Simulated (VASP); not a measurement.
LaB6, 7 atoms in the cell. It takes space group Pm-3m (No. 221, cubic). Conventional cell: a = 4.089 Å, b = 4.089 Å, c = 4.089 Å, α = 90.00°, β = 90.00°, γ = 90.00°. Within 4.1 Å of La (site symmetry m-3m) lie 24 B at 3.00 Å and 6 La at 4.09 Å. Within 2.2 Å of B (site symmetry 4mm) lie 5 B at 1.63 to 1.74 Å. 

```yaml
Program: VASP 6.6.1
Task: single point
Functional: BLYP
Dispersion: D3(BJ)
Potentials_or_basis: VASP PAW PBE potentials, release 64 (La, B)
Cutoff: 520 eV
k_mesh: 6 × 6 × 6
Occupations: gaussian, width 0.05 eV
Spin: no spin polarisation
Dipole_correction: no
Further_INCAR_settings: ALGO = Normal; EDIFF = 1e-07; NBANDS = 24
```

Potentials or basis: VASP PAW PBE potentials, release 64 (La, B).

Command:

```console
$ cat potpaw_PBE.64/La/POTCAR potpaw_PBE.64/B/POTCAR > POTCAR
$ mpirun -np 1 vasp_std > vasp.out
```

Hardware: 1 thread of Intel(R) Xeon(R) 6975P-C (Granite Rapids), on a shared host.

Estimate the wall time of this run.

Run time: 48 s on 1 thread of Intel(R) Xeon(R) 6975P-C (Granite Rapids) (shared host), peak memory 0.2 GiB. Counts: scf iterations 19, k points 20.
